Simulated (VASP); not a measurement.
# GaN (P1) in VASP: single point with PBE

Aim: the single point of GaN with PBE.

Program: VASP 6.6.1. These are calculated values, not measurements. Logs are shortened: lines on timing, memory, paths and dates and some standing lists are left out, and cuts for length are marked.

## (1) The cell of the first run

The typed cell holds 72 atoms: a = 9.567 Å, b = 9.567 Å, c = 10.385 Å, α = 90.00°, β = 90.00°, γ = 120.00°.

## (2) Single point, PBE

Input file INCAR:

```
PREC = Accurate ; ENCUT = 600
EDIFF = 1E-6 ; ISMEAR = 0
SIGMA = 0.01 ; LREAL = Auto
LASPH = True ; NELM = 120
ALGO = Normal ; ISIF = 2
LWAVE = False ; LCHARG = False
GGA = PE ; NBANDS = 366
GGA_COMPAT = False
```

Input file KPOINTS:

```
regular mesh
0
Gamma
  1 1 1
```

Input file POSCAR:

```
GaN
1.0
    9.5667900000      0.0000000000      0.0000000000
   -4.7833950000      8.2850850000      0.0000000000
    0.0000000000      0.0000000000     10.3847140000
Ga N
36 36
Direct
    0.2319990000      0.1083400000      0.2510630000
    0.1117240000      0.2257140000      0.4941410000
    0.2184310000      0.1128750000      0.7474330000
    0.0977410000      0.2272010000      0.9980330000
    0.2157940000      0.4504800000      0.2446670000
    0.1102470000      0.5556360000      0.5003850000
    0.2280790000      0.4398170000      0.7487210000
    0.1020500000      0.5561530000      0.9927620000
    0.2172320000      0.7790120000      0.2407960000
    0.1117070000      0.8809980000      0.4995040000
    0.2214300000      0.7730150000      0.7501430000
    0.1147580000      0.8881040000      0.9973360000
    0.5505080000      0.1109760000      0.2465640000
    0.4399110000      0.2211410000      0.5019750000
    0.5578350000      0.1096170000      0.7494980000
    0.4429900000      0.2203090000      0.9970200000
    0.5576740000      0.4528000000      0.2441260000
    0.4475370000      0.5594430000      0.5002690000
    0.5587410000      0.4448700000      0.7504150000
    0.4421910000      0.5581490000      1.0049450000
    0.5503960000      0.7732150000      0.2521900000
    0.4469180000      0.8933660000      0.5003510000
    0.5526100000      0.7782860000      0.7477570000
    0.4413560000      0.8925410000      1.0020530000
    0.8920240000      0.1103000000      0.2463830000
    0.7750810000      0.2275310000      0.5000980000
    0.8769290000      0.1104900000      0.7609230000
    0.7723510000      0.2227210000      1.0036950000
    0.8843650000      0.4468210000      0.2505770000
    0.7778120000      0.5538500000      0.5005570000
    0.8842560000      0.4438370000      0.7475190000
    0.7833520000      0.5576840000      1.0076960000
    0.8844490000      0.7802910000      0.2502580000
    0.7794630000      0.8901860000      0.4960630000
    0.8952010000      0.7785370000      0.7521910000
    0.7798990000      0.8922570000      0.9946940000
    0.2204880000      0.1079690000      0.4338190000
    0.1075830000      0.2200800000      0.1868530000
    0.2191140000      0.1122330000      0.9388440000
    0.1113320000      0.2186500000      0.6886960000
    0.2211910000      0.4464630000      0.4239580000
    0.1101330000      0.5543450000      0.1857870000
    0.2150800000      0.4537990000      0.9401770000
    0.1105230000      0.5557220000      0.6818560000
    0.2169620000      0.7846550000      0.4414180000
    0.1083720000      0.8803220000      0.1843820000
    0.2249890000      0.7759720000      0.9407730000
    0.1092090000      0.8952000000      0.6863620000
    0.5458300000      0.1103830000      0.4368680000
    0.4432870000      0.2251020000      0.1823570000
    0.5568050000      0.1195540000      0.9416350000
    0.4475910000      0.2241260000      0.6856650000
    0.5585010000      0.4499560000      0.4462650000
    0.4496180000      0.5622310000      0.1889460000
    0.5546210000      0.4452620000      0.9401610000
    0.4442940000      0.5592970000      0.6887570000
    0.5562430000      0.7709500000      0.4432370000
    0.4403910000      0.8931320000      0.1833780000
    0.5570980000      0.7762310000      0.9346450000
    0.4423190000      0.8865690000      0.6877590000
    0.8897960000      0.1122160000      0.4401910000
    0.7782960000      0.2271140000      0.1910570000
    0.8888620000      0.1167040000      0.9330440000
    0.7725000000      0.2214120000      0.6850870000
    0.8883800000      0.4413820000      0.4399340000
    0.7793310000      0.5558950000      0.1906370000
    0.8954640000      0.4428930000      0.9337410000
    0.7798020000      0.5543720000      0.6873490000
    0.8795260000      0.7766420000      0.4355100000
    0.7755650000      0.8929020000      0.1875740000
    0.8934480000      0.7782300000      0.9341970000
    0.7803450000      0.8903350000      0.6929170000
```

Potentials or basis: VASP PAW PBE potentials, release 64 (Ga_d, N).

Started as:

```
> cat potpaw_PBE.64/Ga_d/POTCAR potpaw_PBE.64/N/POTCAR > POTCAR
> mpirun -np 1 vasp_gam > vasp.out
```

OUTCAR:

```text
PREC = Accurate
   ENCUT = 600
   EDIFF = 1E-6
   ISMEAR = 0
   LREAL = Auto
   LASPH = True
   NELM = 120
   ISIF = 2
   GGA = PE

 ion  position               nearest neighbor table
   1  0.232  0.108  0.251-  50 1.89  37 1.90  46 2.01  38 2.07
   2  0.112  0.226  0.494-  61 1.92  41 1.97  37 1.98  40 2.02
   3  0.218  0.113  0.747-  40 1.87  48 1.91  39 1.99  52 2.00
   4  0.098  0.227  0.998-  63 1.86  38 1.97  43 1.97  39 2.05
   5  0.216  0.450  0.245-  42 1.84  41 1.86  38 2.00  54 2.02
   6  0.110  0.556  0.500-  44 1.88  65 1.94  41 1.99  45 2.00
[... 64 lines left out ...]
  71  0.893  0.778  0.934-  35 1.89  12 1.95  32 1.98  36 1.99
  72  0.780  0.890  0.693-  27 1.96  23 1.97  35 1.98  34 2.04

  LATTYP: Found a hexagonal cell.
 ALAT       =     9.5667900000
 C/A-ratio  =     1.0854961800

  Lattice vectors:

 A1 = (   9.5667900000,   0.0000000000,   0.0000000000)
 A2 = (  -4.7833950000,   8.2850850000,   0.0000000000)
 A3 = (   0.0000000000,   0.0000000000,  10.3847140000)

Analysis of symmetry for initial positions (statically):
=====================================================================
 Subroutine PRICEL returns:
 Original cell was already a primitive cell.

 Routine SETGRP: Setting up the symmetry group for a
 hexagonal supercell.

 Subroutine GETGRP returns: Found  1 space group operations
 (whereof  1 operations were pure point group operations)
 out of a pool of 24 trial point group operations.

The static configuration has the point symmetry C_1 .

Analysis of symmetry for dynamics (positions and initial velocities):
=====================================================================
 Subroutine PRICEL returns:
 Original cell was already a primitive cell.

 Routine SETGRP: Setting up the symmetry group for a
 hexagonal supercell.

 Subroutine GETGRP returns: Found  1 space group operations
 (whereof  1 operations were pure point group operations)
 out of a pool of 24 trial point group operations.

The dynamic configuration has the point symmetry C_1 .

 Subroutine INISYM returns: Found  1 space group operations
 (whereof  1 operations are pure point group operations),
 and found     1 'primitive' translations

----------------------------------------------------------------------------------------

                                     Primitive cell

  volume of cell :     823.1098

  direct lattice vectors                    reciprocal lattice vectors
     9.566790000  0.000000000  0.000000000     0.104528269  0.060349411  0.000000000
    -4.783395000  8.285085000  0.000000000     0.000000000  0.120698822  0.000000000
     0.000000000  0.000000000 10.384714000     0.000000000  0.000000000  0.096295382

  length of vectors
     9.566790000  9.566791583 10.384714000     0.120698842  0.120698822  0.096295382

  position of ions in fractional coordinates (direct lattice)
     0.231999000  0.108340000  0.251063000
     0.111724000  0.225714000  0.494141000
     0.218431000  0.112875000  0.747433000
     0.097741000  0.227201000  0.998033000
     0.215794000  0.450480000  0.244667000
     0.110247000  0.555636000  0.500385000
[... 64 lines left out ...]
     0.893448000  0.778230000  0.934197000
     0.780345000  0.890335000  0.692917000

  ion indices of the primitive-cell ions
   primitive index   ion index
                 1           1
                 2           2
                 3           3
                 4           4
                 5           5
                 6           6
[... 64 lines left out ...]
                71          71
                72          72

----------------------------------------------------------------------------------------

 KPOINTS: regular mesh

Automatic generation of k-mesh.
 Grid dimensions read from file:
 generate k-points for:    1    1    1

 Generating k-lattice:

  Cartesian coordinates                     Fractional coordinates (reciprocal lattice)
     0.104528269  0.060349411  0.000000000     1.000000000  0.000000000  0.000000000
     0.000000000  0.120698822  0.000000000     0.000000000  1.000000000  0.000000000
     0.000000000  0.000000000  0.096295382     0.000000000  0.000000000  1.000000000

  Length of vectors
     0.120698842  0.120698822  0.096295382

  Shift w.r.t. Gamma in fractional coordinates (k-lattice)
     0.000000000  0.000000000  0.000000000

 Subroutine IBZKPT returns following result:
 ===========================================

 Found      1 irreducible k-points:

 Following reciprocal coordinates:
            Coordinates               Weight
  0.000000  0.000000  0.000000      1.000000
   k-points           NKPTS =      1   k-points in BZ     NKDIM =      1   number of bands    NBANDS=    366
   number of dos      NEDOS =    301   number of ions     NIONS =     72
   total plane-waves  NPLWV = 537600
   dimension x,y,z NGX =    80 NGY =   80 NGZ =   84
   dimension x,y,z NGXF=   160 NGYF=  160 NGZF=  168
   ions per type =              36  36
   NGX,Y,Z   is equivalent  to a cutoff of  13.90, 13.90, 13.45 a.u.
   NGXF,Y,Z  is equivalent  to a cutoff of  27.80, 27.80, 26.89 a.u.
 SYSTEM =  unknown system
   PREC   = accura    normal or accurate (medium, high low for compatibility)
   ISTART =      0    job   : 0-new  1-cont  2-samecut
   ICHARG =      2    charge: 1-file 2-atom 10-const
   ISPIN  =      1    spin polarized calculation?
   LNONCOLLINEAR =      F non collinear calculations
   LSORBIT =      F    spin-orbit coupling
   LASPH  =      T    aspherical Exc in radial PAW
   ENCUT  =  600.0 eV  44.10 Ry    6.64 a.u.  19.11 19.11 20.74*2*pi/ulx,y,z
   NELM   =    120;   NELMIN=  2; NELMDL= -5     # of ELM steps
   EDIFF  = 0.1E-05   stopping-criterion for ELM
   LREAL  =      T    real-space projection
   EDIFFG = 0.1E-04   stopping-criterion for IOM
   NSW    =      0    number of steps for IOM
   IBRION =     -1    ionic relax: 0-MD 1-quasi-New 2-CG
   NFREE  =      0    steps in history (QN), initial steepest desc. (CG)
   ISIF   =      2    stress and relaxation
   ISYM   =      2    0-nonsym 1-usesym 2-fastsym
   POTIM  = 0.5000    time-step for ionic-motion
   TEBEG  =    0.0;   TEEND  =   0.0 temperature during run
   PSTRESS=    0.0 pullay stress
   NELECT =     648.0000    total number of electrons
   NUPDOWN=      -1.0000    fix difference up-down
   EMIN   =  10.00;   EMAX   =-10.00  energy-range for DOS
   EFERMI =   0.00;   METHOD = LEGACY
   ISMEAR =     0;   SIGMA  =   0.01  broadening in eV -4-tet -1-fermi 0-gaus
   EFERMI_NEDOS =   21; number of points for ismear=-14 and -15
   IALGO  =     38    algorithm
   IMIX   =      4    mixing-type and parameters
     AMIX     =   0.40;   BMIX     =  1.00
     AMIX_MAG =   1.60;   BMIX_MAG =  1.00
  volume/ion in A,a.u.               =      11.43        77.15
  Fermi-wavevector in a.u.,A,eV,Ry     =   1.511636  2.856578 31.089906  2.285044
  Thomas-Fermi vector in A             =   2.621667
   LORBIT       =      0    0 simple, 1 ext, 2 COOP (PROOUT), +10 PAW based schemes
   GGA     = PE    functional components
   LHFCALC =     F    Hartree Fock is set to
   AEXX    =    0.0000 exact exchange contribution
   IVDW    =     0    specifies the selected vdW correction
   LEPSILON=     F    determine dielectric tensor
   LRPA    =     F    only Hartree local field effects (RPA)
 non-spin polarized calculation
 Gauss-broadening in eV      SIGMA  =   0.01
  energy-cutoff  :      600.00
  volume of cell :      823.11
 maximum number of plane-waves:     13728
 NGX is ok and might be reduce to    80
   NGX = 39   NGY = 39   NGZ = 41

 number of electron     648.0000012 magnetization

 Free energy of the ion-electron system (eV)
  ---------------------------------------------------
  ext. energy  EPLUGINS =         0.00000000
  ---------------------------------------------------
  free energy    TOTEN  =      -429.04466937 eV

  energy without entropy =     -429.04466937  energy(sigma->0) =     -429.04466937

 E-fermi :   5.4950     XC(G=0): -11.6437

 val. band max:        5.4481750761   @ k =   0.0000   0.0000   0.0000
 cond. band min:       7.2337729865   @ k =   0.0000   0.0000   0.0000
 fundamental gap:      1.7855979104
 Fermi energy:         5.4950215650

 k-point     1 :       0.0000    0.0000    0.0000
  band No.  band energies     occupation
      1     -10.7656      2.00000
      2     -10.4597      2.00000
      3     -10.2867      2.00000
      4     -10.1965      2.00000
      5     -10.1440      2.00000
      6     -10.0696      2.00000
[... 328 lines left out ...]
    335      10.1080      0.00000
    336      10.1315      0.00000
 [bands above 336 left out]

------------------------ aborting loop because EDIFF is reached ----------------------------------------

  FORCE on cell =-STRESS in cart. coord.  units (eV):
  Direction    XX          YY          ZZ          XY          YZ          ZX
  --------------------------------------------------------------------------------------
  -------------------------------------------------------------------------------------
  Total       36.8028389     35.0990766     27.7810801     -1.2724681      0.6069338      0.9852416
  in kB       71.6364661     68.3201048     54.0756762     -2.4768501      1.1813923      1.9177658
  external PRESSURE =      64.6774157 kB  Pullay stress =       0.0000000 kB

 VOLUME and BASIS-vectors are now :
 -----------------------------------------------------------------------------
  energy-cutoff  :      600.00
  volume of cell :      823.11
      direct lattice vectors                 reciprocal lattice vectors
     9.566790000  0.000000000  0.000000000     0.104528269  0.060349411  0.000000000
    -4.783395000  8.285085000  0.000000000     0.000000000  0.120698822  0.000000000
     0.000000000  0.000000000 10.384714000     0.000000000  0.000000000  0.096295382

 POSITION                                       TOTAL-FORCE (eV/Angst)
 -----------------------------------------------------------------------------------
      1.70125      0.89761      2.60722        -1.758239      0.007600     -0.716949
     -0.01084      1.87006      5.13151         0.212156     -0.258616      0.407175
      1.54976      0.93518      7.76188         0.977239     -0.078744      0.640099
     -0.15172      1.88238     10.36429         2.372302      0.373530      0.563091
     -0.09037      3.73227      2.54080         1.426376     -1.259411     -0.375064
     -1.60312      4.60349      5.19636         0.405285      0.256500     -0.921173
[... 64 lines left out ...]
      4.82485      6.44770      9.70137        -0.251514     -0.201843      1.249394
      3.20657      7.37650      7.19574        -0.394553     -0.120000     -0.462082
 -----------------------------------------------------------------------------------
    total drift:                                0.001553     -0.002567     -0.006622

  FREE ENERGIE OF THE ION-ELECTRON SYSTEM (eV)
  ---------------------------------------------------
  free  energy   TOTEN  =      -429.0446693718 eV

  energy  without entropy=     -429.0446693718  energy(sigma->0) =     -429.04466937
```

It took 21 min on 1 thread of Intel Xeon Platinum 8259CL at 2.50GHz (Skylake/Cascade Lake), shared host; peak memory 1 GiB.

Results:

| Quantity | Value |
| --- | --- |
| Free energy | -429.0447 eV |
| Pressure | 6.5 GPa |
| Largest force | 3.829 eV/Å |
| Band gap on the k mesh | 1.79 eV |

Forces in eV/Å, atoms in the order of the input:
```
Ga  -1.758  0.008 -0.717
Ga   0.212 -0.259  0.407
Ga   0.977 -0.079  0.640
Ga   2.372  0.374  0.563
Ga   1.426 -1.259 -0.375
Ga   0.405  0.257 -0.921
Ga  -1.264  0.258  0.291
Ga   1.233  0.604  1.357
Ga   0.934 -0.805  1.496
Ga  -2.708  1.674  0.497
Ga  -0.542  0.557 -0.264
Ga  -0.598  0.627 -0.093
Ga   0.396  0.522  0.519
Ga  -0.217  0.500 -0.434
Ga  -1.109  0.045  0.137
Ga  -1.318  0.788 -0.101
Ga   0.065 -1.206  1.398
Ga  -0.576 -1.336  0.193
Ga  -0.416  0.223  0.091
Ga   0.004 -0.185 -1.194
Ga  -0.112  1.493  0.129
Ga  -0.275 -0.721 -0.240
Ga   0.893  0.041  0.211
Ga   1.231 -0.238 -0.982
Ga  -0.716  0.555  1.046
Ga   0.413 -1.389 -0.501
Ga   1.228 -0.064 -3.627
Ga   0.537  0.461  0.059
Ga   1.288 -0.303  0.536
Ga  -0.121  0.429 -0.042
Ga   0.917 -0.057 -0.112
Ga  -0.509 -0.221 -1.712
Ga   0.503  0.251 -0.110
Ga  -0.208  0.528  1.419
Ga  -0.998 -0.049 -0.834
Ga   0.002 -0.597  0.303
N   -0.165  0.115  0.651
N    0.792  0.406 -0.263
N   -0.248  0.135 -0.232
N   -1.282  0.772 -0.511
N    0.242  0.320  2.122
N   -1.452  0.706 -0.538
N    1.767 -0.943 -0.487
N    0.203 -0.514  1.163
N    2.758 -1.736 -1.547
N   -1.310  1.163  0.011
N   -0.543  0.504 -0.868
N    1.220 -0.952  0.109
N    1.158  0.234 -0.313
N    0.529  0.494  0.582
N    0.600 -1.295 -0.893
N   -0.254 -0.341  0.822
N   -0.109 -0.942 -1.472
N   -0.816 -0.734 -0.145
N    0.286  0.316  0.117
N    0.593 -0.580 -0.184
N   -1.132  1.804 -0.993
N    0.666 -0.616  1.089
N   -0.628  0.714  0.639
N   -0.170  0.483  0.099
N   -0.761  0.104 -0.590
N   -0.080 -0.625 -0.277
N   -1.136 -0.703  2.295
N    0.442  0.162  0.503
N   -0.378  0.833 -0.519
N   -0.529  0.540 -0.086
N   -2.335 -0.506  0.175
N   -0.389  0.551  0.130
N    1.533 -0.292  0.140
N   -0.016 -0.680 -0.547
N   -0.252 -0.202  1.249
N   -0.395 -0.120 -0.462
```

Stress tensor (GPa, compression positive):
```
 7.16 -0.25  0.19
-0.25  6.83  0.12
 0.19  0.12  5.41
```

Caveat: the k points lie up to 0.76 Å⁻¹ apart; forces of over 1 eV/Å act on the atoms, so gaps and moduli don't describe the material at rest.
